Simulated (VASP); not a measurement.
**MnAs: single point with PBE**

MnAs:

```
As Mn
1.0
     3.71000    0.00000    0.00000
    -1.85500    3.21295    0.00000
     0.00000    0.00000    5.69100
As Mn
2 2
Direct
  0.66667 0.33333 0.75000
  0.33333 0.66667 0.25000
  0.00000 0.00000 0.50000
  0.00000 0.00000 0.00000
```

* Program: VASP 6.6.1
* Task: single point
* Functional: PBE
* Potentials or basis: VASP PAW PBE potentials, release 64 (As, Mn_pv)
* Cutoff: 520 eV
* k mesh: 8 × 8 × 5
* Occupations: fermi-dirac, width 0.05 eV
* Spin: collinear spin, ferrimagnetic start
* Starting moments: [0.0, 0.0, 4.0, -2.0] μB
* Dipole correction: no
* Further INCAR settings: ALGO = Normal; EDIFF = 1e-06; NBANDS = 30

- Pressure: -5.4 GPa
- Band gap on the k mesh: zero (filled and empty bands overlap)
- Net moment: 0.00 μB per cell
- Site moments: As +0.00; Mn +3.03, -3.03 μB
- Valence electrons inside the program's atomic spheres: As 2.78; Mn 11.58

Stress tensor (GPa, compression positive):
```
-6.11  0.00  0.00
 0.00 -6.11  0.00
 0.00  0.00 -3.99
```

Levels at points of the mesh, in eV from the Fermi level:
Spin up:
```tsv
k point	band 14	band 15	band 16	band 17	band 18	band 19	band 20	band 21	band 22	band 23
(0.00, 0.00, 0.00)	-2.40	-0.84	-0.84	0.71	0.71	0.72	0.72	1.58	1.58	3.83
(0.50, 0.00, 0.00)	-2.60	-2.00	-1.88	-1.72	-0.60	-0.32	1.06	1.18	1.31	2.56
```
Spin down:
```tsv
k point	band 16	band 17	band 18	band 19	band 20	band 21
(0.00, 0.00, 0.00)	-0.84	0.71	0.71	0.72	0.72	1.58
(0.50, 0.00, 0.00)	-1.88	-1.72	-0.60	-0.32	1.06	1.18
```

It took 2.9 min on 1 thread of AMD EPYC 7R43 64-Core Processor (Zen 3), on a shared host, peak memory 0.23 GiB.
